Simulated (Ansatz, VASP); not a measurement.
**One calculation of ZrNb2N4, two programs**

```
Zr Nb N
1.0
     5.26317    0.00000    0.01030
     0.00000    3.13177    0.00000
    -1.68474    0.00000    5.23393
Zr Nb N
1 2 4
Direct
  0.00000 0.50000 0.50000
  0.00000 0.00000 0.00000
  0.50000 0.50000 0.00000
  0.77054 0.50000 0.78154
  0.25197 0.00000 0.75657
  0.74803 0.00000 0.24343
  0.22946 0.50000 0.21846
```

Change from the starting cell: species swapped into the KMn2O4 type (P-1, No. 2).

Alike in both runs: functional PBE; k mesh 6 × 10 × 6; occupations gaussian, width 0.1 eV; no spin polarisation.

Ansatz relaxed the structure, and its values are those at the end. VASP's run is a single point on that final structure, the one shown.

```csv
,VASP,Ansatz
version,VASP 6.6.1,Ansatz 0.2.0
potentials or method,"VASP PAW PBE potentials, release 64 (Zr_sv, Nb_sv, N), cutoff 520 eV","scalar-relativistic, plane waves, PAW"
valence electrons in the cell,58,58
```

|  | VASP | Ansatz | Ansatz less VASP |
| --- | --- | --- | --- |
| gap on the k mesh at the Fermi level (eV) | none | none | - |
| pressure (GPa) | -0.2 | 0.0 | +0.22 |
| rms of the force components (eV/Å) | 0.012 | 0.001 | -0.0109 |

A gap of «none» marks a metal or a gap that the smearing closes. With one functional, cell and mesh, what is left measures potentials, basis and numerics.
